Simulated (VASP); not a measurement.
A run of VASP 6.6.1 is set up as follows.

INCAR

```
PREC = Accurate
ENCUT = 520
EDIFF = 1E-6
ISMEAR = 0
SIGMA = 0.15
LREAL = False
LASPH = True
NELM = 80
ALGO = Normal
ISIF = 2
LWAVE = False
LCHARG = True
GGA = PS
LELF = True
LVHAR = True
NBANDS = 16
```

Contents of KPOINTS:

```
Automatic mesh
0
Gamma
  18 18 18
```

POSCAR

```
HgTe
1.0
   -2.9964717795      2.9964717795      1.6109665182
    2.9964717795     -2.9964717795      1.6109665182
    2.9964717795      2.9964717795     -1.6109665182
Hg Te
1 1
Direct
    0.2500000000      0.7500000000      0.5000000000
    0.0000000000      0.0000000000      0.0000000000
```

Potentials or basis: VASP PAW PBE potentials, release 64 (Hg, Te).

Launch:

```sh
$ cat potpaw_PBE.64/Hg/POTCAR potpaw_PBE.64/Te/POTCAR > POTCAR
$ mpirun -np 1 vasp_std > vasp.out
```

**Question.** Estimate the band gap on the k mesh.

**Answer.** Zero (band 9 reaches 6.13 eV, above the bottom of band 10 at 2.00 eV).

**Question.** What does it give for the pressure?

**Answer.** -3.6 GPa.

Stress tensor (GPa, compression positive):
```
-3.53  0.00  0.00
 0.00 -3.53  0.00
 0.00  0.00 -3.73
```

Caveat: the PAW data sets were made with another functional, which shifts forces and pressure a little; spin-orbit coupling is left out, which moves the levels of the heavy elements.
